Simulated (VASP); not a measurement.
**BN (rocksalt type): relaxation of cell and atoms with PBE**

The system is BN (rocksalt type).

```
CELL_PARAMETERS angstrom
0.00000 1.61250 1.61250
1.61250 0.00000 1.61250
1.61250 1.61250 0.00000
ATOMIC_POSITIONS crystal
B 0.00000 0.00000 0.00000
N 0.50000 0.50000 0.50000
```

```yaml
Program: VASP 6.6.1
Task: relaxation of cell and atoms
Functional: PBE
Potentials_or_basis: VASP PAW PBE potentials, release 64 (B, N)
Cutoff: 600 eV
k_mesh: 17 × 17 × 17
Occupations: fermi-dirac, width 0.05 eV
Spin: no spin polarisation
Target_pressure: 150 GPa
Dipole_correction: no
Further_INCAR_settings: ALGO = Normal; EDIFF = 1e-06; IBRION = 2; EDIFFG = -0.005; NSW = 60; ISIF = 3
```

```json
{
 "Relaxed volume": "4.20 Å³/atom",
 "Relaxed cell": "a = 2.282 Å, b = 2.282 Å, c = 2.282 Å, α = 60.00°, β = 60.00°, γ = 60.00°",
 "Space group after relaxing (to 0.05 Å)": "Fm-3m (No. 225)",
 "Energy change on relaxing (the enthalpy is what falls)": "-9.6 meV/atom",
 "Ionic steps": "3",
 "Pressure after relaxing": "150.0 GPa",
 "Band gap on the k mesh": "3.21 eV, indirect (least direct gap 6.78 eV)"
}
```

The path:
```
step  energy change (eV)  largest force (eV/Å)  pressure (GPa)  volume (Å³)
   1              0.0000                0.0000          152.18         8.39
   2             -0.0643                0.0000          144.87         8.45
   3             -0.0191                0.0000          150.01         8.41
```

Final structure:
```
B N
1.0
     0.00000    1.61380    1.61380
     1.61380    0.00000    1.61380
     1.61380    1.61380    0.00000
B N
1 1
Direct
  0.00000 0.00000 0.00000
  0.50000 0.50000 0.50000
```

Levels at points of the mesh, in eV from the valence-band top:
```
           k point  band 1  band 2  band 3  band 4  band 5  band 6  band 7  band 8
(0.00, 0.00, 0.00)  -26.08   -1.06   -1.06   -1.06   14.65   14.65   14.65   14.85
```

Wall time 10 s on 1 thread of Intel(R) Xeon(R) 6975P-C (Granite Rapids), with other jobs on the host, peak memory 0.12 GiB.

Caveat: the cell is relaxed towards a set pressure, so the enthalpy falls and the energy may rise. A k mesh can miss the band edges.
